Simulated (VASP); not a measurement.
C, 8 atoms in the cell. It takes space group I4/mmm (No. 139, tetragonal). The conventional cell has a = 3.446 Å, b = 3.446 Å, c = 7.653 Å, α = 90.00°, β = 90.00°, γ = 90.00°. Within 1.8 Å of C (site symmetry m2m) lie 3 C at 1.38 to 1.46 Å. 

- Program: VASP 6.6.1
- Task: single point
- Functional: PBE
- Potentials or basis: VASP PAW PBE potentials, release 64 (C)
- Cutoff: 520 eV
- k mesh: 6 × 6 × 6
- Occupations: gaussian, width 0.1 eV
- Spin: no spin polarisation
- Dipole correction: no
- Further INCAR settings: ALGO = Normal; EDIFF = 1e-07; NBANDS = 26

Potentials or basis: VASP PAW PBE potentials, release 64 (C).

Launch:

```bash
$ cat potpaw_PBE.64/C/POTCAR > POTCAR
$ mpirun -np 1 vasp_std > vasp.out
```

Hardware: 1 thread of Intel(R) Xeon(R) Platinum 8488C (Sapphire Rapids) (shared host).

Task: Estimate the wall time of this run.

Result: It took 52 s on 1 thread of Intel(R) Xeon(R) Platinum 8488C (Sapphire Rapids), with other jobs on the host, peak memory 0.22 GiB. Counts: scf iterations 14, k points 40.
